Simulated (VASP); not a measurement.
A run of VASP 6.6.1:

INCAR

```
SYSTEM = Sb
ALGO = Normal
EDIFF = 1E-6
ENCUT = 520
GGA = PE
ISIF = 2
ISMEAR = 0
LASPH = .True.
LCHARG = .True.
LELF = .True.
LREAL = .False.
LVHAR = .True.
LWAVE = .False.
NBANDS = 8
NELM = 80
PREC = Accurate
SIGMA = 0.1
```

Contents of KPOINTS:

```
k-points
0
Gamma
  8 8 8
  0 0 0
```

File POSCAR:

```
Sb
1.0
   -1.7227677635      1.7227677635      2.6209398324
    1.7227677635     -1.7227677635      2.6209398324
    1.7227677635      1.7227677635     -2.6209398324
Sb
1
Direct
    0.0000000000      0.0000000000      0.0000000000
```

Potentials or basis: VASP PAW PBE potentials, release 64 (Sb).

Command:

```bash
$ cat potpaw_PBE.64/Sb/POTCAR > POTCAR
$ mpirun -np 1 vasp_std > vasp.out
```

Hardware: 1 thread of AMD EPYC 7R43 64-Core Processor (Zen 3), on a shared host.

Task: How long does it take, and how much memory?

Result: Wall time 16 s on 1 thread of AMD EPYC 7R43 64-Core Processor (Zen 3) (shared host), peak memory 0.12 GiB. Counts: scf iterations 9, k points 59.
